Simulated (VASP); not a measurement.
# Al: single point with BLYP

Al:

```xyz
1
Lattice="0.0000 1.9699 1.9699 1.9699 0.0000 1.9699 1.9699 1.9699 0.0000" Properties=species:S:1:pos:R:3 pbc="T T T"
Al    0.0000    0.0000    0.0000
```

This cell differs from its parent crystal: volume scaled by 0.88.

```json
{
 "Program": "VASP 6.6.1",
 "Task": "single point",
 "Functional": "BLYP",
 "Potentials or basis": "VASP PAW PBE potentials, release 64 (Al)",
 "Cutoff": "520 eV",
 "k mesh": "22 × 22 × 22",
 "Occupations": "fermi-dirac, width 0.1 eV",
 "Spin": "no spin polarisation"
}
```

| Quantity | Value |
| --- | --- |
| Pressure | 10.4 GPa |

Levels at points of the mesh, in eV from the Fermi level:
| k point | band 1 | band 2 | band 3 | band 4 | band 5 | band 6 |
| --- | --- | --- | --- | --- | --- | --- |
| (0.00, 0.00, 0.00) | -11.64 | 13.02 | 13.02 | 13.02 | 14.97 | 14.97 |
| (0.50, 0.00, 0.00) | -4.81 | -4.54 | 11.87 | 11.87 | 12.06 | 12.06 |
| (0.50, 0.50, 0.00) | -3.11 | -1.57 | 5.30 | 5.91 | 5.91 | 9.78 |

Run time: 12 s on 1 thread of Intel(R) Xeon(R) 6975P-C (Granite Rapids), with other jobs on the host, peak memory 0.15 GiB.

Caveat: the PAW data sets were made with another functional, which shifts forces and pressure a little.
